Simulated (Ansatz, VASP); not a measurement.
## In in VASP and in Ansatz

```
In
1.0
    -1.60199    1.62820    2.47557
     1.62820   -1.60199    2.47557
     1.52605    1.52605   -2.45834
In
1
Direct
  0.00000 0.00000 0.00000
```

Alike in both runs: task single point; functional LDA; k mesh 12 × 12 × 14; occupations methfessel-paxton of order 1, width 0.01 eV; no spin polarisation.

|  | VASP | Ansatz |
| --- | --- | --- |
| version | VASP 6.6.1 | Ansatz 0.2.0 |
| potentials or method | VASP PAW LDA potentials, release 64 (In_d), cutoff 520 eV | plane waves (420 eV) with PAW, scalar-relativistic |
| valence electrons in the cell | 13 | 13 |

|  | VASP | Ansatz | Ansatz less VASP |
| --- | --- | --- | --- |
| pressure (GPa) | 0.0 | -0.1 | -0.04 |
| traceless stress, the component that is largest in VASP (GPa) | 0.27 | 0.34 | +0.065 |

Ansatz warns that its potentials were made for another functional, while VASP's fit it. LDA's correlation is that of Perdew and Zunger in VASP and of Perdew and Wang (1992) in Ansatz.
